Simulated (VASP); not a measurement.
# InAs: single point with LDA

The system is InAs.

```
In As
1.0
     0.00000    2.95639    2.95639
     2.95639    0.00000    2.95639
     2.95639    2.95639    0.00000
In As
1 1
Direct
  0.00000 0.00000 0.00000
  0.75000 0.75000 0.75000
```

This cell differs from its parent crystal: volume scaled by 0.94.

* Program: VASP 6.6.1
* Task: single point
* Functional: LDA
* Potentials or basis: VASP PAW LDA potentials, release 64 (In_d, As)
* Cutoff: 520 eV
* k mesh: 8 × 8 × 8
* Occupations: fermi-dirac, width 0.05 eV
* Spin: no spin polarisation

```yaml
Pressure: 4.1 GPa
Band_gap_on_the_k_mesh: zero (filled and empty bands touch)
```

Levels at points of the mesh, in eV from the Fermi level:
```csv
k point,band 7,band 8,band 9,band 10,band 11,band 12
"(0.00, 0.00, 0.00)",-0.10,-0.05,-0.05,-0.05,3.79,3.79
"(0.50, 0.00, 0.00)",-6.25,-1.16,-1.16,0.90,4.59,4.59
"(0.50, 0.50, 0.00)",-6.27,-2.64,-2.64,1.25,1.90,9.40
```

Wall time 35 s on 1 thread of AMD EPYC 7R43 64-Core Processor (Zen 3), on a shared host, peak memory 0.12 GiB.

Caveat: spin-orbit coupling is left out, which moves the levels of the heavy elements.
